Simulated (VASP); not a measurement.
Set up this calculation in VASP 6.6.1, as the native input.

```
Task                   : single point
Functional             : PBE
Potentials or basis    : VASP PAW PBE potentials, release 64 (Se)
Cutoff                 : 520 eV
k mesh                 : 18 × 18 × 18
Occupations            : fermi-dirac, width 0.1 eV
Spin                   : no spin polarisation
Dipole correction      : no
Further INCAR settings : ALGO = Normal; EDIFF = 1e-06; NBANDS = 9
```

The structure of Se lies in POSCAR:

```
Se
1.0
    2.9396979244      0.0000000000      0.0000000000
    0.0000000000      2.9396979244      0.0000000000
    0.0000000000      0.0000000000      2.9396979244
Se
1
Direct
    0.0000000000      0.0000000000      0.0000000000
```

This cell differs from its parent crystal: volume scaled by 1.12.

One way to write it, as run:

INCAR

```
SYSTEM = Se
PREC = Accurate
ENCUT = 520
EDIFF = 1E-6
ISMEAR = -1
SIGMA = 0.1
LREAL = .FALSE.
LASPH = .TRUE.
NELM = 100
ALGO = Normal
ISIF = 2
LWAVE = .FALSE.
LCHARG = .TRUE.
GGA = PE
LELF = .TRUE.
LVHAR = .TRUE.
NBANDS = 9
```

KPOINTS

```
Automatic mesh
0
G
  18 18 18
  0 0 0
```

Potentials or basis: VASP PAW PBE potentials, release 64 (Se).

The run is started by

```bash
$ cat potpaw_PBE.64/Se/POTCAR > POTCAR
$ mpirun -np 1 vasp_std > vasp.out
```

Results of the run:

* Pressure: -6.0 GPa
* Band gap on the k mesh: zero (band 3 reaches 5.72 eV, above the bottom of band 4 at 0.48 eV)

Wall time 26 s on 1 thread of AMD EPYC 7R43 64-Core Processor (Zen 3), with other jobs on the host, peak memory 0.14 GiB.
